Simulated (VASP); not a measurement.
# SnTe (Fm-3m) in VASP: single point with LDA

Aim: the single point of SnTe with LDA.

Program: VASP 6.6.1. These are calculated values, not measurements. Logs are shortened: lines on timing, memory, paths and dates and some standing lists are left out, and cuts for length are marked.

### 1 The cell of the first run

The structure is cubic, space group Fm-3m (No. 225). The conventional cell has a = 6.302 Å, b = 6.302 Å, c = 6.302 Å, α = 90.00°, β = 90.00°, γ = 90.00°. Within 4.1 Å of Sn (site symmetry m-3m) lie 6 Te at 3.15 Å. Te (site symmetry m-3m) has 6 Sn at 3.15 Å within 4.1 Å.

### 2 Single point, LDA

File INCAR:

```
PREC     = Accurate       # precision mode
ENCUT    = 500            # plane-wave cutoff, eV
EDIFF    = 1E-6           # SCF threshold, eV
ISMEAR   = 0              # smearing method
SIGMA    = 0.01           # smearing width, eV
LREAL    = False          # projectors in reciprocal space
LASPH    = True           # aspherical terms in the spheres
NELM     = 120            # most SCF steps
ALGO     = Normal         # electronic algorithm
ISIF     = 2              # what is computed and relaxed
LWAVE    = False          # write WAVECAR
LCHARG   = False          # write CHGCAR
NBANDS   = 17             # bands
GGA_COMPAT= False
```

File KPOINTS:

```
Automatic mesh
0
Gamma
  4 4 4
```

File POSCAR:

```
SnTe
1.0
    0.0000000000      3.1508500000      3.1508500000
    3.1508500000      0.0000000000      3.1508500000
    3.1508500000      3.1508500000      0.0000000000
Sn Te
1 1
Direct
    0.0000000000      0.0000000000      0.0000000000
    0.5000000000      0.5000000000      0.5000000000
```

Potentials or basis: VASP PAW LDA potentials, release 64 (Sn_d, Te).

On the command line:

```bash
$ cat potpaw_LDA.64/Sn_d/POTCAR potpaw_LDA.64/Te/POTCAR > POTCAR
$ mpirun -np 1 vasp_std > vasp.out
```

OUTCAR:

```text
PREC = Accurate
   ENCUT = 500
   EDIFF = 1E-6
   ISMEAR = 0
   LREAL = False
   LASPH = True
   NELM = 120
   ISIF = 2

 ion  position               nearest neighbor table
   1  0.000  0.000  0.000-   2 3.15   2 3.15   2 3.15   2 3.15   2 3.15   2 3.15
   2  0.500  0.500  0.500-   1 3.15   1 3.15   1 3.15   1 3.15   1 3.15   1 3.15

  LATTYP: Found a face centered cubic cell.
 ALAT       =     6.3017000000

  Lattice vectors:

 A1 = (   0.0000000000,   3.1508500000,   3.1508500000)
 A2 = (   3.1508500000,   0.0000000000,   3.1508500000)
 A3 = (   3.1508500000,   3.1508500000,   0.0000000000)

Analysis of symmetry for initial positions (statically):
=====================================================================
 Subroutine PRICEL returns:
 Original cell was already a primitive cell.

 Routine SETGRP: Setting up the symmetry group for a
 face centered cubic supercell.

 Subroutine GETGRP returns: Found 48 space group operations
 (whereof 48 operations were pure point group operations)
 out of a pool of 48 trial point group operations.

The static configuration has the point symmetry O_h .

Analysis of symmetry for dynamics (positions and initial velocities):
=====================================================================
 Subroutine PRICEL returns:
 Original cell was already a primitive cell.

 Routine SETGRP: Setting up the symmetry group for a
 face centered cubic supercell.

 Subroutine GETGRP returns: Found 48 space group operations
 (whereof 48 operations were pure point group operations)
 out of a pool of 48 trial point group operations.

The dynamic configuration has the point symmetry O_h .

 Subroutine INISYM returns: Found 48 space group operations
 (whereof 48 operations are pure point group operations),
 and found     1 'primitive' translations

----------------------------------------------------------------------------------------

                                     Primitive cell

  volume of cell :      62.5624

  direct lattice vectors                    reciprocal lattice vectors
     0.000000000  3.150850000  3.150850000    -0.158687338  0.158687338  0.158687338
     3.150850000  0.000000000  3.150850000     0.158687338 -0.158687338  0.158687338
     3.150850000  3.150850000  0.000000000     0.158687338  0.158687338 -0.158687338

  length of vectors
     4.455974803  4.455974803  4.455974803     0.274854533  0.274854533  0.274854533

  position of ions in fractional coordinates (direct lattice)
     0.000000000  0.000000000  0.000000000
     0.500000000  0.500000000  0.500000000

  ion indices of the primitive-cell ions
   primitive index   ion index
                 1           1
                 2           2

----------------------------------------------------------------------------------------

 KPOINTS: Automatic mesh

Automatic generation of k-mesh.
 Grid dimensions read from file:
 generate k-points for:    4    4    4

 Generating k-lattice:

  Cartesian coordinates                     Fractional coordinates (reciprocal lattice)
    -0.039671835  0.039671835  0.039671835     0.250000000  0.000000000  0.000000000
     0.039671835 -0.039671835  0.039671835     0.000000000  0.250000000  0.000000000
     0.039671835  0.039671835 -0.039671835     0.000000000  0.000000000  0.250000000

  Length of vectors
     0.068713633  0.068713633  0.068713633

  Shift w.r.t. Gamma in fractional coordinates (k-lattice)
     0.000000000  0.000000000  0.000000000

 Subroutine IBZKPT returns following result:
 ===========================================

 Found      8 irreducible k-points:

 Following reciprocal coordinates:
            Coordinates               Weight
  0.000000  0.000000  0.000000      1.000000
  0.250000  0.000000  0.000000      8.000000
  0.500000  0.000000  0.000000      4.000000
  0.250000  0.250000  0.000000      6.000000
  0.500000  0.250000  0.000000     24.000000
 -0.250000  0.250000  0.000000     12.000000
  0.500000  0.500000  0.000000      3.000000
 -0.250000  0.500000  0.250000      6.000000
   k-points           NKPTS =      8   k-points in BZ     NKDIM =      8   number of bands    NBANDS=     17
   number of dos      NEDOS =    301   number of ions     NIONS =      2
   total plane-waves  NPLWV =  32768
   dimension x,y,z NGX =    32 NGY =   32 NGZ =   32
   dimension x,y,z NGXF=    64 NGYF=   64 NGZF=   64
   ions per type =               1   1
   NGX,Y,Z   is equivalent  to a cutoff of  11.94, 11.94, 11.94 a.u.
   NGXF,Y,Z  is equivalent  to a cutoff of  23.88, 23.88, 23.88 a.u.
 SYSTEM =  unknown system
   PREC   = accura    normal or accurate (medium, high low for compatibility)
   ISTART =      0    job   : 0-new  1-cont  2-samecut
   ICHARG =      2    charge: 1-file 2-atom 10-const
   ISPIN  =      1    spin polarized calculation?
   LNONCOLLINEAR =      F non collinear calculations
   LSORBIT =      F    spin-orbit coupling
   LASPH  =      T    aspherical Exc in radial PAW
   ENCUT  =  500.0 eV  36.75 Ry    6.06 a.u.   8.12  8.12  8.12*2*pi/ulx,y,z
   NELM   =    120;   NELMIN=  2; NELMDL= -5     # of ELM steps
   EDIFF  = 0.1E-05   stopping-criterion for ELM
   LREAL  =      F    real-space projection
   EDIFFG = 0.1E-04   stopping-criterion for IOM
   NSW    =      0    number of steps for IOM
   IBRION =     -1    ionic relax: 0-MD 1-quasi-New 2-CG
   NFREE  =      0    steps in history (QN), initial steepest desc. (CG)
   ISIF   =      2    stress and relaxation
   ISYM   =      2    0-nonsym 1-usesym 2-fastsym
   POTIM  = 0.5000    time-step for ionic-motion
   TEBEG  =    0.0;   TEEND  =   0.0 temperature during run
   PSTRESS=    0.0 pullay stress
   NELECT =      20.0000    total number of electrons
   NUPDOWN=      -1.0000    fix difference up-down
   EMIN   =  10.00;   EMAX   =-10.00  energy-range for DOS
   EFERMI =   0.00;   METHOD = LEGACY
   ISMEAR =     0;   SIGMA  =   0.01  broadening in eV -4-tet -1-fermi 0-gaus
   EFERMI_NEDOS =   21; number of points for ismear=-14 and -15
   IALGO  =     38    algorithm
   IMIX   =      4    mixing-type and parameters
     AMIX     =   0.40;   BMIX     =  1.00
     AMIX_MAG =   1.60;   BMIX_MAG =  1.00
  volume/ion in A,a.u.               =      31.28       211.10
  Fermi-wavevector in a.u.,A,eV,Ry     =   1.119387  2.115336 17.048485  1.253028
  Thomas-Fermi vector in A             =   2.256026
   LORBIT       =      0    0 simple, 1 ext, 2 COOP (PROOUT), +10 PAW based schemes
   GGA     = CA    functional components
   LHFCALC =     F    Hartree Fock is set to
   AEXX    =    0.0000 exact exchange contribution
   IVDW    =     0    specifies the selected vdW correction
   LEPSILON=     F    determine dielectric tensor
   LRPA    =     F    only Hartree local field effects (RPA)
 non-spin polarized calculation
 Gauss-broadening in eV      SIGMA  =   0.01
  energy-cutoff  :      500.00
  volume of cell :       62.56
 maximum number of plane-waves:      1639
   NGX = 17   NGY = 17   NGZ = 17

 number of electron      20.0000011 magnetization

 Free energy of the ion-electron system (eV)
  ---------------------------------------------------
  ext. energy  EPLUGINS =         0.00000000
  ---------------------------------------------------
  free energy    TOTEN  =        -8.82759165 eV

  energy without entropy =       -8.82759165  energy(sigma->0) =       -8.82759165

 E-fermi :   6.7287     XC(G=0):  -9.7527

 val. band max:        6.6678979570   @ k =   0.5000   0.0000   0.0000
 cond. band min:       6.7763162162   @ k =   0.5000   0.0000   0.0000
 fundamental gap:      0.1084182592
 Fermi energy:         6.7287033296

 k-point     1 :       0.0000    0.0000    0.0000
  band No.  band energies     occupation
      1     -15.1098      2.00000
      2     -15.1098      2.00000
      3     -15.0990      2.00000
      4     -15.0990      2.00000
      5     -15.0990      2.00000
      6      -6.1129      2.00000
[... 9 lines left out ...]
     16      11.5034      0.00000
     17      13.4991      0.00000

 k-point     2 :       0.2500    0.0000    0.0000
  band No.  band energies     occupation
      1     -15.1121      2.00000
      2     -15.1121      2.00000
      3     -15.0982      2.00000
      4     -15.0958      2.00000
      5     -15.0958      2.00000
      6      -5.6131      2.00000
[... 9 lines left out ...]
     16      12.7049      0.00000
     17      16.5151      0.00000

 k-point     3 :       0.5000    0.0000    0.0000
  band No.  band energies     occupation
      1     -15.1148      2.00000
      2     -15.1148      2.00000
      3     -15.0974      2.00000
      4     -15.0922      2.00000
      5     -15.0922      2.00000
      6      -4.8381      2.00000
[... 9 lines left out ...]
     16      15.5624      0.00000
     17      15.5624      0.00000

 k-point     4 :       0.2500    0.2500    0.0000
  band No.  band energies     occupation
      1     -15.1180      2.00000
      2     -15.1074      2.00000
      3     -15.1010      2.00000
      4     -15.0936      2.00000
      5     -15.0936      2.00000
      6      -5.4563      2.00000
[... 9 lines left out ...]
     16      14.3210      0.00000
     17      14.3270      0.00000

 k-point     5 :       0.5000    0.2500    0.0000
  band No.  band energies     occupation
      1     -15.1209      2.00000
      2     -15.1096      2.00000
      3     -15.0988      2.00000
      4     -15.0918      2.00000
      5     -15.0904      2.00000
      6      -4.7117      2.00000
[... 9 lines left out ...]
     16      15.8809      0.00000
     17      16.7517      0.00000

 k-point     6 :      -0.2500    0.2500    0.0000
  band No.  band energies     occupation
      1     -15.1152      2.00000
      2     -15.1136      2.00000
      3     -15.0959      2.00000
      4     -15.0939      2.00000
      5     -15.0933      2.00000
      6      -4.9544      2.00000
[... 9 lines left out ...]
     16      14.6040      0.00000
     17      15.6328      0.00000

 k-point     7 :       0.5000    0.5000    0.0000
  band No.  band energies     occupation
      1     -15.1277      2.00000
      2     -15.1050      2.00000
      3     -15.1029      2.00000
      4     -15.0879      2.00000
      5     -15.0879      2.00000
      6      -4.5410      2.00000
[... 9 lines left out ...]
     16      17.2389      0.00000
     17      17.7958      0.00000

 k-point     8 :      -0.2500    0.5000    0.2500
  band No.  band energies     occupation
      1     -15.1220      2.00000
      2     -15.1099      2.00000
      3     -15.0956      2.00000
      4     -15.0956      2.00000
      5     -15.0880      2.00000
      6      -4.4519      2.00000
[... 9 lines left out ...]
     16      17.0889      0.00000
     17      17.6089      0.00000

------------------------ aborting loop because EDIFF is reached ----------------------------------------

  FORCE on cell =-STRESS in cart. coord.  units (eV):
  Direction    XX          YY          ZZ          XY          YZ          ZX
  --------------------------------------------------------------------------------------
  -------------------------------------------------------------------------------------
  Total       -0.8521927     -0.8521927     -0.8521927      0.0000000      0.0000000     -0.0000000
  in kB      -21.8240430    -21.8240430    -21.8240430      0.0000000      0.0000000     -0.0000000
  external PRESSURE =     -21.8240430 kB  Pullay stress =       0.0000000 kB

 VOLUME and BASIS-vectors are now :
 -----------------------------------------------------------------------------
  energy-cutoff  :      500.00
  volume of cell :       62.56
      direct lattice vectors                 reciprocal lattice vectors
     0.000000000  3.150850000  3.150850000    -0.158687338  0.158687338  0.158687338
     3.150850000  0.000000000  3.150850000     0.158687338 -0.158687338  0.158687338
     3.150850000  3.150850000  0.000000000     0.158687338  0.158687338 -0.158687338

 POSITION                                       TOTAL-FORCE (eV/Angst)
 -----------------------------------------------------------------------------------
      0.00000      0.00000      0.00000         0.000000      0.000000      0.000000
      3.15085      3.15085      3.15085        -0.000000      0.000000     -0.000000
 -----------------------------------------------------------------------------------
    total drift:                                0.000000     -0.000000     -0.000000

  FREE ENERGIE OF THE ION-ELECTRON SYSTEM (eV)
  ---------------------------------------------------
  free  energy   TOTEN  =        -8.8275916530 eV

  energy  without entropy=       -8.8275916530  energy(sigma->0) =       -8.82759165
```

It took 7.1 s on 1 thread of Intel Xeon 6975P-C, shared host; peak memory 0.15 GiB.

What came out:

```yaml
Free_energy: -8.8276 eV
Pressure: -2.2 GPa
Band_gap_on_the_k_mesh: 0.11 eV, direct
```

Levels at points of the mesh, in eV from the valence-band top:
```csv
k point,band 7,band 8,band 9,band 10,band 11,band 12,band 13,band 14
"(0.00, 0.00, 0.00)",-4.76,-2.08,-2.08,-2.08,3.33,3.33,3.33,4.84
"(0.50, 0.00, 0.00)",-8.33,-1.73,-1.73,0.00,0.11,0.39,0.39,7.77
"(0.50, 0.50, 0.00)",-6.51,-5.52,-3.68,-3.68,2.24,4.89,4.89,6.33
```

Caveat: the k points lie up to 0.43 Å⁻¹ apart; spin-orbit coupling is left out, which moves the levels of the heavy elements.
